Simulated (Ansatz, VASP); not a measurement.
GaAs in VASP and in Ansatz

```xyz
2
Lattice="0.0000 2.8751 2.8751 2.8751 0.0000 2.8751 2.8751 2.8751 0.0000" Properties=species:S:1:pos:R:3 pbc="T T T"
Ga    0.0000    0.0000    0.0000
As    1.4375    1.4375    1.4375
```

Alike in both runs: task single point; functional PBEsol; k mesh 4 × 4 × 4; occupations gaussian, width 0.1 eV; no spin polarisation; Hubbard terms Ga d U = 3.8 eV.

```csv
,VASP,Ansatz
version,VASP 6.6.1,Ansatz 0.2.0
potentials or method,"VASP PAW PBE potentials, release 64 (Ga_d, As_d), cutoff 510 eV","scalar-relativistic, plane waves, PAW"
valence electrons in the cell,28,28
```

Ansatz gave:

| Quantity | Value |
| --- | --- |
| gap on the k mesh at the Fermi level (eV) | 0.07 |
| least direct gap on the mesh (eV) | 0.07 |
| pressure (GPa) | -2.3 |

Which values does VASP return?

gap on the k mesh at the Fermi level (eV): 0.19; least direct gap on the mesh (eV): 0.19; pressure (GPa): -4.1.

VASP's potentials were made for PBE, not for PBEsol. The programs project onto different local orbitals, so the same U acts differently, and such runs can settle in different states.

The k mesh is coarse, so the values compare programs but aren't converged.
